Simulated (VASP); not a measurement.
# HfMg3Cu (Pm-3m) in VASP: further runs

HfMg3Cu is run at these levels: PBE; tasks: single point, relaxation of cell and atoms.

Program: VASP 6.6.1. These are calculated values, not measurements. Logs are shortened: lines on timing, memory, paths and dates and some standing lists are left out, and cuts for length are marked.

### 1 The cell of the first run

It takes space group Pm-3m (No. 221, cubic). The conventional cell has a = 4.754 Å, b = 4.754 Å, c = 4.754 Å, α = 90.00°, β = 90.00°, γ = 90.00°. Within 3.1 Å of Mg (site symmetry 4/mmm) lie 2 Cu at 2.38 Å. Within 4.4 Å of Hf (site symmetry m-3m) lie 12 Mg at 3.36 Å and 8 Cu at 4.12 Å. Cu (site symmetry m-3m) has 6 Mg at 2.38 Å within 3.1 Å.

The cell was generated, and may not be a known phase.

### 2 Single point, PBE

File INCAR:

```
PREC = Accurate
ENCUT = 520
EDIFF = 1E-6
ISMEAR = 0
SIGMA = 0.1
LREAL = F
LASPH = T
NELM = 100
ALGO = Normal
ISIF = 2
LWAVE = F
LCHARG = F
GGA = PE
NBANDS = 22
```

File KPOINTS:

```
regular mesh
0
Gamma
  8 8 8
```

File POSCAR:

```
HfMg3Cu
1.0
    4.7540576510      0.0000000000      0.0000000000
    0.0000000000      4.7540576510      0.0000000000
    0.0000000000      0.0000000000      4.7540576510
Mg Hf Cu
3 1 1
Direct
    0.5000000000      0.0000000000      0.0000000000
    0.0000000000      0.0000000000      0.5000000000
    0.0000000000      0.5000000000      0.0000000000
    0.5000000000      0.5000000000      0.5000000000
    0.0000000000      0.0000000000      0.0000000000
```

Potentials or basis: VASP PAW PBE potentials, release 64 (Mg, Hf_pv, Cu).

Run with:

```sh
> cat potpaw_PBE.64/Mg/POTCAR potpaw_PBE.64/Hf_pv/POTCAR potpaw_PBE.64/Cu/POTCAR > POTCAR
> mpirun -np 1 vasp_std > vasp.out
```

OUTCAR:

```text
PREC = Accurate
   ENCUT = 520
   EDIFF = 1E-6
   ISMEAR = 0
   LREAL = F
   LASPH = T
   NELM = 100
   ISIF = 2
   GGA = PE

 ion  position               nearest neighbor table
   1  0.500  0.000  0.000-   5 2.38   5 2.38   4 3.36   2 3.36   2 3.36   4 3.36   3 3.36   4 3.36
                             4 3.36   2 3.36   3 3.36   3 3.36   2 3.36   3 3.36
   2  0.000  0.000  0.500-   5 2.38   5 2.38   4 3.36   1 3.36   1 3.36   3 3.36   3 3.36   3 3.36
                             4 3.36   3 3.36   1 3.36   4 3.36   1 3.36   4 3.36
   3  0.000  0.500  0.000-   5 2.38   5 2.38   4 3.36   1 3.36   2 3.36   4 3.36   1 3.36   2 3.36
                             2 3.36   2 3.36   1 3.36   4 3.36   4 3.36   1 3.36
   4  0.500  0.500  0.500-   1 3.36   2 3.36   3 3.36   1 3.36   3 3.36   1 3.36   2 3.36   1 3.36
                             2 3.36   3 3.36   3 3.36   2 3.36
   5  0.000  0.000  0.000-   1 2.38   2 2.38   3 2.38   2 2.38   3 2.38   1 2.38

  LATTYP: Found a simple cubic cell.
 ALAT       =     4.7540576510

  Lattice vectors:

 A1 = (   4.7540576510,   0.0000000000,   0.0000000000)
 A2 = (   0.0000000000,   4.7540576510,   0.0000000000)
 A3 = (   0.0000000000,   0.0000000000,   4.7540576510)

Analysis of symmetry for initial positions (statically):
=====================================================================
 Subroutine PRICEL returns:
 Original cell was already a primitive cell.

 Routine SETGRP: Setting up the symmetry group for a
 simple cubic supercell.

 Subroutine GETGRP returns: Found 48 space group operations
 (whereof 48 operations were pure point group operations)
 out of a pool of 48 trial point group operations.

The static configuration has the point symmetry O_h .

Analysis of symmetry for dynamics (positions and initial velocities):
=====================================================================
 Subroutine PRICEL returns:
 Original cell was already a primitive cell.

 Routine SETGRP: Setting up the symmetry group for a
 simple cubic supercell.

 Subroutine GETGRP returns: Found 48 space group operations
 (whereof 48 operations were pure point group operations)
 out of a pool of 48 trial point group operations.

The dynamic configuration has the point symmetry O_h .

 Subroutine INISYM returns: Found 48 space group operations
 (whereof 48 operations are pure point group operations),
 and found     1 'primitive' translations

----------------------------------------------------------------------------------------

[... 101 lines left out ...]
   NSW    =      0    number of steps for IOM
   IBRION =     -1    ionic relax: 0-MD 1-quasi-New 2-CG
   NFREE  =      0    steps in history (QN), initial steepest desc. (CG)
   ISIF   =      2    stress and relaxation
   ISYM   =      2    0-nonsym 1-usesym 2-fastsym
   POTIM  = 0.5000    time-step for ionic-motion
   TEBEG  =    0.0;   TEEND  =   0.0 temperature during run
   PSTRESS=    0.0 pullay stress
   NELECT =      27.0000    total number of electrons
   NUPDOWN=      -1.0000    fix difference up-down
   EMIN   =  10.00;   EMAX   =-10.00  energy-range for DOS
   EFERMI =   0.00;   METHOD = LEGACY
   ISMEAR =     0;   SIGMA  =   0.10  broadening in eV -4-tet -1-fermi 0-gaus
   EFERMI_NEDOS =   21; number of points for ismear=-14 and -15
   IALGO  =     38    algorithm
   IMIX   =      4    mixing-type and parameters
     AMIX     =   0.40;   BMIX     =  1.00
     AMIX_MAG =   1.60;   BMIX_MAG =  1.00
  volume/ion in A,a.u.               =      21.49       145.02
  Fermi-wavevector in a.u.,A,eV,Ry     =   1.033074  1.952228 14.520722  1.067243
  Thomas-Fermi vector in A             =   2.167303
   LORBIT       =      0    0 simple, 1 ext, 2 COOP (PROOUT), +10 PAW based schemes
   GGA     = PE    functional components
   LHFCALC =     F    Hartree Fock is set to
   AEXX    =    0.0000 exact exchange contribution
   IVDW    =     0    specifies the selected vdW correction
   LEPSILON=     F    determine dielectric tensor
   LRPA    =     F    only Hartree local field effects (RPA)
 non-spin polarized calculation
 Gauss-broadening in eV      SIGMA  =   0.10
  energy-cutoff  :      520.00
  volume of cell :      107.45
 maximum number of plane-waves:      2945
 NGX is ok and might be reduce to    36
   NGX = 17   NGY = 17   NGZ = 17

 number of electron      27.0000031 magnetization

 Free energy of the ion-electron system (eV)
  ---------------------------------------------------
  ext. energy  EPLUGINS =         0.00000000
  ---------------------------------------------------
  free energy    TOTEN  =       -16.03904789 eV

  energy without entropy =      -16.02379478  energy(sigma->0) =      -16.03142134

 E-fermi :   3.2529     XC(G=0):  -9.4404

 val. band max:        3.2338465743   @ k =   0.5000   0.3750   0.2500
 cond. band min:       3.2558255211   @ k =   0.5000   0.3750   0.1250
 fundamental gap:      0.0219789468
 Fermi energy:         3.2529082739

 k-point     1 :       0.0000    0.0000    0.0000
  band No.  band energies     occupation
      1     -28.7039      2.00000
      2     -28.7039      2.00000
      3     -28.7039      2.00000
      4      -3.8669      2.00000
      5      -0.6920      2.00000
      6      -0.6920      2.00000
[... 589 lines left out ...]
     21       7.3672      0.00000
     22       9.1788      0.00000

 [... further k-points ...]

------------------------ aborting loop because EDIFF is reached ----------------------------------------

  FORCE on cell =-STRESS in cart. coord.  units (eV):
  Direction    XX          YY          ZZ          XY          YZ          ZX
  --------------------------------------------------------------------------------------
  -------------------------------------------------------------------------------------
  Total       -0.0632029     -0.0632029     -0.0632029      0.0000000     -0.0000000      0.0000000
  in kB       -0.9424413     -0.9424413     -0.9424413      0.0000000     -0.0000000      0.0000000
  external PRESSURE =      -0.9424413 kB  Pullay stress =       0.0000000 kB

 VOLUME and BASIS-vectors are now :
 -----------------------------------------------------------------------------
  energy-cutoff  :      520.00
  volume of cell :      107.45
      direct lattice vectors                 reciprocal lattice vectors
     4.754057651  0.000000000  0.000000000     0.210346629  0.000000000  0.000000000
     0.000000000  4.754057651  0.000000000     0.000000000  0.210346629  0.000000000
     0.000000000  0.000000000  4.754057651     0.000000000  0.000000000  0.210346629

 POSITION                                       TOTAL-FORCE (eV/Angst)
 -----------------------------------------------------------------------------------
      2.37703      0.00000      0.00000         0.000000      0.000000      0.000000
      0.00000      0.00000      2.37703         0.000000      0.000000      0.000000
      0.00000      2.37703      0.00000         0.000000      0.000000      0.000000
      2.37703      2.37703      2.37703         0.000000      0.000000      0.000000
      0.00000      0.00000      0.00000         0.000000      0.000000      0.000000
 -----------------------------------------------------------------------------------
    total drift:                                0.000000      0.000000      0.000000

  FREE ENERGIE OF THE ION-ELECTRON SYSTEM (eV)
  ---------------------------------------------------
  free  energy   TOTEN  =       -16.0390478892 eV

  energy  without entropy=      -16.0237947809  energy(sigma->0) =      -16.03142134
```

It took 62 s on 1 thread of Intel Xeon Platinum 8488C (Sapphire Rapids), shared host; peak memory 0.27 GiB.

What came out:

```yaml
Free_energy: -16.0390 eV
Pressure: -0.1 GPa
Band_gap_on_the_k_mesh: zero (an odd number of electrons rules out a gap without spin polarisation)
```

Caveat: spin-orbit coupling is left out, which moves the levels of the heavy elements.

### 3 Relaxation of cell and atoms, PBE

File INCAR:

```
PREC     = Accurate       # precision mode
ENCUT    = 600            # plane-wave cutoff, eV
EDIFF    = 1E-6           # SCF threshold, eV
ISMEAR   = 0              # smearing method
SIGMA    = 0.1            # smearing width, eV
LREAL    = False          # projectors in reciprocal space
LASPH    = True           # aspherical terms in the spheres
NELM     = 100            # most SCF steps
ALGO     = Normal         # electronic algorithm
ISIF     = 3              # what is computed and relaxed
LWAVE    = False          # write WAVECAR
LCHARG   = False          # write CHGCAR
GGA      = PE             # functional
IBRION   = 2              # ionic algorithm
NSW      = 100            # ionic steps
EDIFFG   = -0.01          # ionic threshold
```

KPOINTS is that of step 2.

POSCAR: that of step 2 with these lines changed.

```diff
@@ -2,5 +2,5 @@
 1.0
-    4.7540576510      0.0000000000      0.0000000000
-    0.0000000000      4.7540576510      0.0000000000
-    0.0000000000      0.0000000000      4.7540576510
+    4.7520742289      0.0000000000      0.0000000000
+    0.0000000000      4.7520742289      0.0000000000
+    0.0000000000      0.0000000000      4.7520742289
 Mg Hf Cu
```

Potentials or basis: VASP PAW PBE potentials, release 64 (Mg, Hf_pv, Cu).

Run with:

```sh
> cat potpaw_PBE.64/Mg/POTCAR potpaw_PBE.64/Hf_pv/POTCAR potpaw_PBE.64/Cu/POTCAR > POTCAR
> mpirun -np 1 vasp_std > vasp.out
```

Wall time 85 s (1 thread of Intel Xeon Platinum 8488C (Sapphire Rapids), shared host); peak memory 0.31 GiB.

Results (log left out):

```yaml
Free_energy: -16.0393 eV
Pressure_after_relaxing: 0.0 GPa
Band_gap_on_the_k_mesh: zero (an odd number of electrons rules out a gap without spin polarisation)
```

Final structure:
```
CELL_PARAMETERS angstrom
4.75207 0.00000 0.00000
0.00000 4.75207 0.00000
0.00000 0.00000 4.75207
ATOMIC_POSITIONS crystal
Mg 0.50000 0.00000 0.00000
Mg 0.00000 0.00000 0.50000
Mg 0.00000 0.50000 0.00000
Hf 0.50000 0.50000 0.50000
Cu 0.00000 0.00000 0.00000
```

Levels at points of the mesh, in eV from the Fermi level:
```
           k point  band 10  band 11  band 12  band 13  band 14  band 15  band 16  band 17
(0.00, 0.00, 0.00)    -0.97    -0.97    -0.60    -0.60    -0.60    -0.59     0.85     0.85
(0.50, 0.00, 0.00)    -3.59    -0.90    -0.90    -0.71     0.93     1.17     1.31     2.34
(0.50, 0.50, 0.00)    -3.17    -3.17    -2.42     0.16     0.16     0.86     0.86     1.14
(0.50, 0.50, 0.50)    -2.73    -2.73    -2.73    -0.92    -0.56    -0.56    -0.56     1.58
```

Caveat: the relaxation stopped at its first step, so nothing moved; spin-orbit coupling is left out, which moves the levels of the heavy elements.

The gap in the log of VASP goes by the Fermi energy; the results here count the filled bands.